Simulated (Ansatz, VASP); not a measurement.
**Two plane-wave programs on AlRh**

```xyz
2
Lattice="2.9484 0.0000 0.0000 0.0000 2.9484 0.0000 0.0000 0.0000 2.9484" Properties=species:S:1:pos:R:3 pbc="T T T"
Rh    0.0000    0.0000    0.0000
Al    1.4742    1.4742    1.4742
```

Alike in both runs: functional LDA; k mesh 14 × 14 × 14; occupations gaussian, width 0.1 eV; no spin polarisation.

Ansatz relaxed the structure, and its values are those at the end. VASP's run is a single point on that final structure, the one shown.

```csv
,VASP,Ansatz
version,VASP 6.6.1,Ansatz 0.2.0
potentials or method,"VASP PAW LDA potentials, release 64 (Rh_pv, Al), cutoff 500 eV","scalar-relativistic, plane waves, PAW"
valence electrons in the cell,18,20
```

|  | VASP | Ansatz | Ansatz less VASP |
| --- | --- | --- | --- |
| gap on the k mesh at the Fermi level (eV) | none | none | - |
| pressure (GPa) | 0.7 | 0.0 | -0.69 |

Ansatz warns that its potentials were made for another functional, while VASP's fit it. LDA's correlation is that of Perdew and Zunger in VASP and of Perdew and Wang (1992) in Ansatz. A gap of «none» marks a metal or a gap that the smearing closes. VASP's potentials hold 18 valence electrons a cell and Ansatz's 20, so a difference there can come from the potentials and not from the codes.
